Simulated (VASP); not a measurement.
## Li2Se: single point with PBE-based screened hybrid with 50 % exact exchange

Li2Se:

```
CELL_PARAMETERS angstrom
0.00000 2.99352 2.99352
2.99352 0.00000 2.99352
2.99352 2.99352 0.00000
ATOMIC_POSITIONS crystal
Se 0.00000 0.00000 0.00000
Li 0.25000 0.25000 0.25000
Li 0.75000 0.75000 0.75000
```

| Item | Value |
| --- | --- |
| Program | VASP 6.6.1 |
| Task | single point |
| Functional | PBE-based screened hybrid with 50 % exact exchange |
| Potentials or basis | VASP PAW PBE potentials, release 64 (Se, Li_sv) |
| Cutoff | 650 eV |
| k mesh | 4 × 4 × 4 |
| Occupations | gaussian, width 0.01 eV |
| Spin | no spin polarisation |
| Dipole correction | no |
| Grid for exact exchange (PRECFOCK) | Normal |
| Share of exact exchange | 0.5 |
| Further INCAR settings | ALGO = Normal; EDIFF = 1e-06; NBANDS = 13 |
| Screening parameter | 0.3 1/Å |

```
Pressure               : -1.1 GPa
Band gap on the k mesh : 4.35 eV (least direct gap 5.02 eV)
```

Levels at points of the mesh, in eV from the valence-band top:
| k point | band 3 | band 4 | band 5 | band 6 | band 7 | band 8 | band 9 | band 10 |
| --- | --- | --- | --- | --- | --- | --- | --- | --- |
| (0.00, 0.00, 0.00) | -13.38 | 0.00 | 0.00 | 0.00 | 5.02 | 7.31 | 7.31 | 7.31 |
| (0.50, 0.00, 0.00) | -12.89 | -3.31 | -0.59 | -0.59 | 6.83 | 7.61 | 7.61 | 9.73 |
| (0.50, 0.50, 0.00) | -12.74 | -2.65 | -1.61 | -1.61 | 4.35 | 7.81 | 12.51 | 12.51 |

It took 8.5 min on 1 thread of AMD EPYC 7R43 64-Core Processor (Zen 3), on a shared host, peak memory 0.28 GiB.

Caveat: the k points lie up to 0.45 Å⁻¹ apart; the PAW data sets were made with another functional, which shifts forces and pressure a little. A k mesh can miss the band edges.
